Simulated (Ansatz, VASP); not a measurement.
# Two plane-wave programs on In

```xyz
1
Lattice="-1.5974 1.5974 2.4987 1.5974 -1.5974 2.4987 1.5974 1.5974 -2.4987" Properties=species:S:1:pos:R:3 pbc="T T T"
In    0.0000    0.0000    0.0000
```

Alike in both runs: functional PBEsol; k mesh 18 × 18 × 18; occupations gaussian, width 0.1 eV; no spin polarisation.

Ansatz relaxed the structure, and its values are those at the end. VASP's run is a single point on that final structure, the one shown.

|  | VASP | Ansatz |
| --- | --- | --- |
| version | VASP 6.6.1 | Ansatz 0.2.0 |
| potentials or method | VASP PAW PBE potentials, release 64 (In_d), cutoff 520 eV | scalar-relativistic, plane waves, PAW |
| valence electrons in the cell | 13 | 13 |

|  | VASP | Ansatz | Ansatz less VASP |
| --- | --- | --- | --- |
| gap on the k mesh at the Fermi level (eV) | none | none | - |
| pressure (GPa) | 0.0 | 0.0 | 0.00 |

VASP's potentials were made for PBE, not for PBEsol. A gap of «none» marks a metal or a gap that the smearing closes.
